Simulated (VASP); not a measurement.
Here is a VASP 6.6.1 calculation.

POSCAR

```
CO2
1.0
    5.6725922111      0.0000000000      0.0000000000
    0.0000000000      5.6725922111      0.0000000000
    0.0000000000      0.0000000000      5.6725922111
C O
4 8
Direct
    0.0000000000      0.0000000000      0.0000000000
    0.5000000000      0.0000000000      0.5000000000
    0.5000000000      0.5000000000      0.0000000000
    0.0000000000      0.5000000000      0.5000000000
    0.1181097377      0.1181097377      0.1181097377
    0.3818902623      0.8818902623      0.6181097377
    0.6181097377      0.3818902623      0.8818902623
    0.8818902623      0.6181097377      0.3818902623
    0.8818902623      0.8818902623      0.8818902623
    0.6181097377      0.1181097377      0.3818902623
    0.3818902623      0.6181097377      0.1181097377
    0.1181097377      0.3818902623      0.6181097377
```

Contents of INCAR.step1:

```
SYSTEM = CO2
  ALGO = Normal
  EDIFF = 1E-4
  ENCUT = 520
  GGA = PE
  ISMEAR = 0
  LASPH = .TRUE.
  LCHARG = .FALSE.
  LREAL = .FALSE.
  LWAVE = .TRUE.
  NBANDS = 44
  NELM = 80
  PREC = Accurate
  SIGMA = 0.02
```

The input INCAR.step2:

```
SYSTEM = CO2
  ALGO = Normal
  EDIFF = 1E-6
  ENCUT = 520
  ISIF = 2
  ISMEAR = 0
  ISTART = 1
  IVDW = 12
  LASPH = .TRUE.
  LCHARG = .FALSE.
  LMIXTAU = .TRUE.
  LREAL = .FALSE.
  LWAVE = .FALSE.
  METAGGA = R2SCAN
  NBANDS = 44
  NELM = 80
  PREC = Accurate
  SIGMA = 0.02
  VDW_A1 = 0.49484001
  VDW_A2 = 5.73083694
  VDW_S6 = 1.0
  VDW_S8 = 0.78981345
```

File KPOINTS:

```
k-points
0
G
  4 4 4
  0 0 0
```

Potentials or basis: VASP PAW PBE potentials, release 64 (C, O).

Run with:

```sh
$ cat potpaw_PBE.64/C/POTCAR potpaw_PBE.64/O/POTCAR > POTCAR
$ cp INCAR.step1 INCAR
$ mpirun -np 1 vasp_std > vasp.out
$ cp INCAR.step2 INCAR
$ mpirun -np 1 vasp_std > vasp.out
```

(1) What does it give for the pressure?

(2) What does it give for the largest force?

Answers

(1) 1.1 GPa.

(2) 0.791 eV/Å.

Caveat: the PAW data sets were made with another functional, which shifts forces and pressure a little.
